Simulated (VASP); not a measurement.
# MnPt2 (P-3m1) in VASP: settings compared, part 3 of 3

VASP 6.6.1. Earlier steps stand in the parts before.

**4. Single point, PBE+D4, collinear spin, ferromagnetic start**

This run uses another cell than the first one, of 14.84 Å³/atom.

Input file INCAR:

```
ALGO = Normal
EDIFF = 1E-6
ENCUT = 520
GGA = PE
ISIF = 2
ISMEAR = -1
ISPIN = 2
IVDW = 13
LASPH = True
LCHARG = False
LMAXMIX = 4
LORBIT = 11
LREAL = False
LWAVE = False
MAGMOM = 0 0 4
NBANDS = 28
NELM = 150
PREC = Accurate
SIGMA = 0.05
```

Input file KPOINTS:

```
k-points
0
Gamma
  11 11 4
```

Input file POSCAR:

```
MnPt2
1.0
    2.7994940291      0.0000000000      0.0000000000
   -1.3997470145      2.4244329469      0.0000000000
    0.0000000000      0.0000000000      6.5584894885
Pt Mn
2 1
Direct
    0.6666666667      0.3333333333      0.3170833866
    0.3333333333      0.6666666667      0.6829166134
    0.0000000000      0.0000000000      0.0000000000
```

Potentials or basis: VASP PAW PBE potentials, release 64 (Pt, Mn_pv).

Command:

```
cat potpaw_PBE.64/Pt/POTCAR potpaw_PBE.64/Mn_pv/POTCAR > POTCAR
mpirun -np 1 vasp_std > vasp.out
```

OUTCAR:

```text
EDIFF = 1E-6
   ENCUT = 520
   GGA = PE
   ISIF = 2
   ISMEAR = -1
   ISPIN = 2
   IVDW = 13
   LASPH = True
   LORBIT = 11
   LREAL = False
   NELM = 150
   PREC = Accurate

 ion  position               nearest neighbor table
   1  0.667  0.333  0.317-   3 2.63   3 2.63   3 2.63   2 2.89   2 2.89   2 2.89
   2  0.333  0.667  0.683-   3 2.63   3 2.63   3 2.63   1 2.89   1 2.89   1 2.89
   3  0.000  0.000  0.000-   1 2.63   2 2.63   2 2.63   1 2.63   1 2.63   2 2.63

  LATTYP: Found a hexagonal cell.
 ALAT       =     2.7994940291
 C/A-ratio  =     2.3427410169

  Lattice vectors:

 A1 = (   2.7994940291,   0.0000000000,   0.0000000000)
 A2 = (  -1.3997470145,   2.4244329469,   0.0000000000)
 A3 = (   0.0000000000,   0.0000000000,   6.5584894885)

Analysis of symmetry for initial positions (statically):
=====================================================================
 Subroutine PRICEL returns:
 Original cell was already a primitive cell.

 Routine SETGRP: Setting up the symmetry group for a
 hexagonal supercell.
[... 1687 lines left out ...]

  DFT-D4 for vdW energy calculation

  Edisp (eV):   -1.78429

  FORCE on cell =-STRESS in cart. coord.  units (eV):
  Direction    XX          YY          ZZ          XY          YZ          ZX
  --------------------------------------------------------------------------------------
  -------------------------------------------------------------------------------------
  Total      -0.07010    -0.07010    -0.01645    -0.00000    -0.00000     0.00000
  in kB      -2.52318    -2.52318    -0.59211    -0.00000    -0.00000     0.00000
  external pressure =       -1.88 kB  Pullay stress =        0.00 kB

 VOLUME and BASIS-vectors are now :
 -----------------------------------------------------------------------------
  energy-cutoff  :      520.00
  volume of cell :       44.51
      direct lattice vectors                 reciprocal lattice vectors
     2.799494029  0.000000000  0.000000000     0.357207406  0.206233792  0.000000000
    -1.399747014  2.424432947  0.000000000     0.000000000  0.412467584  0.000000000
     0.000000000  0.000000000  6.558489489     0.000000000  0.000000000  0.152474133

 POSITION                                       TOTAL-FORCE (eV/Angst)
 -----------------------------------------------------------------------------------
      1.39975      0.80814      2.07959         0.000000      0.000000      0.014148
     -0.00000      1.61629      4.47890         0.000000     -0.000000     -0.014148
      0.00000      0.00000      0.00000        -0.000000      0.000000      0.000000
 -----------------------------------------------------------------------------------
    total drift:                               -0.000000     -0.000000      0.000000

  FREE ENERGIE OF THE ION-ELECTRON SYSTEM (eV)
  ---------------------------------------------------
  free  energy   TOTEN  =       -23.5622553471 eV

  energy  without entropy=      -23.5387565065  energy(sigma->0) =      -23.55050593

 total charge

# of ion       s       p       d       tot
------------------------------------------
    1        0.669   0.580   8.060   9.309
    2        0.669   0.580   8.060   9.309
    3        0.326   6.277   4.994  11.596
--------------------------------------------------
tot          1.663   7.436  21.115  30.213

 magnetization (x)

# of ion       s       p       d       tot
------------------------------------------
    1       -0.017  -0.003   0.300   0.280
    2       -0.017  -0.003   0.300   0.280
    3        0.014   0.026   3.603   3.644
--------------------------------------------------
tot         -0.020   0.020   4.203   4.203
```

stdout:

```text
POSCAR found type information on POSCAR PtMn
 POSCAR found :  2 types and       3 ions
 scaLAPACK will be used
 LDA part: xc-table for (Slater+PW92), standard interpolation
 POSCAR, INCAR and KPOINTS ok, starting setup
 FFT: planning ... GRIDC
 FFT: planning ... GRID_SOFT
 FFT: planning ... GRID
 WAVECAR not read
 entering main loop
```

Run time: 5.7 min. Hardware: 1 thread of AMD EPYC 7R13, shared host; peak memory 0.24 GiB.

Results:

```yaml
Free_energy: -23.5623 eV
Pressure: -0.2 GPa
Largest_force: 0.014 eV/Å
Net_moment: 4.37 μB per cell
Site_moments: Pt +0.28; Mn +3.64 μB
Valence_electrons_inside_the_program's_atomic_spheres: Pt 9.31; Mn 11.60
Dispersion_energy_per_atom: -0.595 eV
```

Forces on the atoms (eV/Å):
```
Pt   0.000  0.000  0.014
Pt   0.000  0.000 -0.014
Mn   0.000  0.000  0.000
```

Stress tensor (GPa, compression positive):
```
-0.25  0.00  0.00
 0.00 -0.25  0.00
 0.00  0.00 -0.06
```

Caveat: spin-orbit coupling is left out, which moves the levels of the heavy elements.

**5. Single point, PBEsol, collinear spin, ferromagnetic start**

This run uses another cell than the first one, of 15.10 Å³/atom.

Input file INCAR:

```
SYSTEM = MnPt2
PREC = Accurate
ENCUT = 520
EDIFF = 1E-6
ISMEAR = -1
SIGMA = 0.05
LREAL = .False.
LASPH = .True.
NELM = 150
ALGO = Fast
ISIF = 2
LWAVE = .False.
LCHARG = .True.
ISPIN = 2
MAGMOM = 0 0 4
LORBIT = 11
LMAXMIX = 4
GGA = PS
LELF = .True.
LVHAR = .True.
NBANDS = 28
```

Input file KPOINTS:

```
Automatic mesh
0
Gamma
  11 11 4
  0 0 0
```

Input file POSCAR:

```
MnPt2
1.0
    2.8392199513      0.0000000000      0.0000000000
   -1.4196099756      2.4588366048      0.0000000000
    0.0000000000      0.0000000000      6.4886603702
Pt Mn
2 1
Direct
    0.6666666667      0.3333333333      0.3162060000
    0.3333333333      0.6666666667      0.6837940000
    0.0000000000      0.0000000000      0.0000000000
```

Command:

```
cat potpaw_PBE.64/Pt/POTCAR potpaw_PBE.64/Mn_pv/POTCAR > POTCAR
mpirun -np 1 vasp_std > vasp.out
```

Wall time 4.6 min (1 thread of Intel Xeon 8259CL, shared host); peak memory 0.26 GiB.

It converged, with:

* Free energy: -23.9986 eV
* Pressure: -6.0 GPa
* Largest force: 0.079 eV/Å
* Net moment: 4.43 μB per cell
* Site moments: Pt +0.29; Mn +3.68 μB
* Valence electrons inside the program's atomic spheres: Pt 9.25; Mn 11.58

Forces in eV/Å, atoms in the order of the input:
```
Pt   0.000  0.000  0.079
Pt   0.000  0.000 -0.079
Mn   0.000  0.000  0.000
```

Stress tensor (GPa, compression positive):
```
-7.29  0.00  0.00
 0.00 -7.29  0.00
 0.00  0.00 -3.51
```

Levels at points of the mesh, in eV from the Fermi level:
Spin up:
| k point | band 15 | band 16 | band 17 | band 18 | band 19 | band 20 | band 21 | band 22 | band 23 | band 24 |
| --- | --- | --- | --- | --- | --- | --- | --- | --- | --- | --- |
| (0.00, 0.00, 0.00) | -2.17 | -1.54 | -1.54 | -1.10 | -1.10 | -0.78 | -0.78 | 10.18 | 11.27 | 14.98 |
| (0.00, 0.00, 0.50) | -1.81 | -1.81 | -1.71 | -1.71 | -0.09 | -0.09 | 0.16 | 6.21 | 14.26 | 14.95 |
Spin down:
| k point | band 13 | band 14 | band 15 | band 16 | band 17 | band 18 |
| --- | --- | --- | --- | --- | --- | --- |
| (0.00, 0.00, 0.00) | -1.93 | -1.93 | -0.93 | -0.93 | 0.63 | 1.31 |
| (0.00, 0.00, 0.50) | -1.62 | -1.46 | -1.46 | 0.20 | 0.46 | 1.36 |

Caveat: the cell stands under tension; the PAW data sets were made with another functional, which shifts forces and pressure a little; spin-orbit coupling is left out, which moves the levels of the heavy elements.

**6. Single point, LDA, collinear spin, ferromagnetic start**

Input file INCAR:

```
ALGO = Normal ; EDIFF = 1E-6
ENCUT = 520 ; GGA = CA
ISIF = 2 ; ISMEAR = -1
ISPIN = 2 ; LASPH = True
LCHARG = False ; LMAXMIX = 4
LORBIT = 11 ; LREAL = False
LWAVE = False ; MAGMOM = 0 0 4
NBANDS = 28 ; NELM = 150
PREC = Accurate ; SIGMA = 0.05
```

Input file KPOINTS:

```
k-points
0
Gamma
  11 11 4
```

Input file POSCAR:

```
MnPt2
1.0
    2.8584044518      0.0000000000      0.0000000000
   -1.4292022259      2.4754508696      0.0000000000
    0.0000000000      0.0000000000      6.5325040000
Pt Mn
2 1
Direct
    0.6666666667      0.3333333333      0.3162060000
    0.3333333333      0.6666666667      0.6837940000
    0.0000000000      0.0000000000      0.0000000000
```

Potentials or basis: VASP PAW LDA potentials, release 64 (Pt, Mn_pv).

Command:

```
cat potpaw_LDA.64/Pt/POTCAR potpaw_LDA.64/Mn_pv/POTCAR > POTCAR
mpirun -np 1 vasp_std > vasp.out
```

Run time: 4 min. Hardware: 1 thread of Intel Xeon 8259CL, shared host; peak memory 0.24 GiB.

It converged, with:

| Property | Result |
| --- | --- |
| Free energy | -24.9549 eV |
| Pressure | -16.1 GPa |
| Largest force | 0.099 eV/Å |
| Net moment | 4.16 μB per cell |
| Site moments | Pt +0.25; Mn +3.49 μB |
| Valence electrons inside the program's atomic spheres | Pt 9.22; Mn 11.58 |

Forces in eV/Å, atoms in the order of the input:
```
Pt   0.000  0.000 -0.099
Pt   0.000  0.000  0.099
Mn   0.000  0.000  0.000
```

Stress tensor (GPa, compression positive):
```
-17.18   0.00   0.00
  0.00 -17.18   0.00
  0.00   0.00 -14.04
```

Levels at points of the mesh, in eV from the Fermi level:
Spin up:
| k point | band 16 | band 17 | band 18 | band 19 | band 20 | band 21 | band 22 | band 23 |
| --- | --- | --- | --- | --- | --- | --- | --- | --- |
| (0.00, 0.00, 0.00) | -1.35 | -1.35 | -1.06 | -1.06 | -0.64 | -0.64 | 10.12 | 11.25 |
| (0.00, 0.00, 0.50) | -1.74 | -1.48 | -1.48 | -0.01 | -0.01 | 0.30 | 6.18 | 14.33 |
Spin down:
```
           k point  band 12  band 13  band 14  band 15  band 16  band 17  band 18  band 19
(0.00, 0.00, 0.00)    -2.29    -1.89    -1.89    -0.91    -0.91     0.46     1.11     1.11
(0.00, 0.00, 0.50)    -1.59    -1.59    -1.45    -1.45     0.04     0.61     1.15     1.15
```

Caveat: the cell stands under tension; spin-orbit coupling is left out, which moves the levels of the heavy elements.

**7. Summary**

| level | potentials or basis | fixed moment (μB) | cell | k mesh | gap on the mesh (eV) | pressure (GPa) | moment (μB) | largest force (eV/Å) |
| --- | --- | --- | --- | --- | --- | --- | --- | --- |
| PBE | VASP PAW PBE potentials, release 64 (Pt, Mn_pv) | 6.0 | a = 2.858, b = 2.858, c = 6.533 Å, angles 90.0, 90.0, 120.0°, 3 atoms, atomic positions A | 9 × 9 × 4 | - | 5.7 | 6.00 | 0.29 |
| PBE | VASP PAW PBE potentials, release 64 (Pt, Mn_pv) | 8.0 | a = 2.858, b = 2.858, c = 6.533 Å, angles 90.0, 90.0, 120.0°, 3 atoms, atomic positions A | 9 × 9 × 4 | - | 22.5 | 8.00 | 1.44 |
| PBE+D4 | VASP PAW PBE potentials, release 64 (Pt, Mn_pv) | - | a = 2.799, b = 2.799, c = 6.558 Å, angles 90.0, 90.0, 120.0°, 3 atoms, atomic positions B | 11 × 11 × 4 | none | -0.2 | 4.37 | 0.01 |
| PBEsol | VASP PAW PBE potentials, release 64 (Pt, Mn_pv) | - | a = 2.839, b = 2.839, c = 6.489 Å, angles 90.0, 90.0, 120.0°, 3 atoms, atomic positions A | 11 × 11 × 4 | none | -6.0 | 4.43 | 0.08 |
| LDA | VASP PAW LDA potentials, release 64 (Pt, Mn_pv) | - | a = 2.858, b = 2.858, c = 6.533 Å, angles 90.0, 90.0, 120.0°, 3 atoms, atomic positions A | 11 × 11 × 4 | none | -16.1 | 4.16 | 0.10 |

Alike in all rows: task single point; spin collinear, ferromagnetic start; cutoff (eV) 520; smearing fermi-dirac 0.05 eV.

Caveats: spin-orbit coupling is left out, which moves the levels of the heavy elements; the total moment is fixed, so each spin has its own Fermi level and the state may be an excited one (at least some runs); the cell stands under tension (at least some runs); the stress differs along the axes, from 4 to 10 GPa (at least some runs); the stress differs along the axes, from 18 to 31 GPa (at least some runs); forces of over 1 eV/Å act on the atoms, so gaps and moduli don't describe the material at rest (at least some runs); the PAW data sets were made with another functional, which shifts forces and pressure a little (at least some runs).

Absolute energies hang on the potentials; compare differences alone.
